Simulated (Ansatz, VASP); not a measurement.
## Two plane-wave programs on WC

INCAR

```
PREC = Accurate ; ENCUT = 520
EDIFF = 1E-6 ; ISMEAR = 0
SIGMA = 0.15 ; LREAL = False
LASPH = True ; NELM = 80
ALGO = Normal ; ISIF = 2
LWAVE = False ; LCHARG = False
GGA = PE ; NBANDS = 16
```

KPOINTS

```
Automatic mesh
0
Gamma
  18 18 16
```

The input POSCAR:

```
WC
1.0
    2.9005014360      0.0000000000      0.0000000000
   -1.4502507180      2.5119079273      0.0000000000
    0.0000000000      0.0000000000      2.8290000000
W C
1 1
Direct
    0.0000000000      0.0000000000      0.0000000000
    0.6210474113      0.3105237056      0.4657855585
```

Input for Ansatz:

```yaml
crystal:
  lattice:
    - [2.900501436, 0.0, 0.0]
    - [-1.450250718, 2.5119079273, 0.0]
    - [0.0, 0.0, 2.829]
  atoms:
    - { symbol: W, position: [0.0, 0.0, 0.0] }
    - { symbol: C, position: [0.6210474113, 0.3105237056, 0.4657855585] }
basis:
  ecutwfc: 420
kpoints:
  mp_grid: { grid: [18, 18, 16] }
hamiltonian:
  xc: pbe
scf:
  occupations: { method: gaussian, width: 0.15 }
output:
  forces: true
  stress: true
  eigenvalues: true
```

Change from the starting cell: all C atoms moved +0.150 Å, as atom 2 towards its neighbour atom 1 (W) at 2.192 Å.

Alike in both runs: task single point; functional PBE; k mesh 18 × 18 × 16; occupations gaussian, width 0.15 eV; no spin polarisation.

|  | VASP | Ansatz |
| --- | --- | --- |
| version | VASP 6.6.1 | Ansatz 0.2.0 |
| potentials or method | VASP PAW PBE potentials, release 64 (W_sv, C), cutoff 520 eV | scalar-relativistic, plane waves, PAW |
| valence electrons in the cell | 18 | 18 |

```csv
,VASP,Ansatz,Ansatz less VASP
gap on the k mesh at the Fermi level (eV),none,none,-
pressure (GPa),14.0,12.8,-1.20
"traceless stress, the component that is largest in VASP (GPa)",5.13,5.03,-0.103
rms of the force components (eV/Å),1.475,1.465,-0.0099
```

Atom by atom the forces differ by 0.010 eV/Å (rms over components). A gap of «none» marks a metal or a gap that the smearing closes.

Spin-orbit coupling is off throughout.
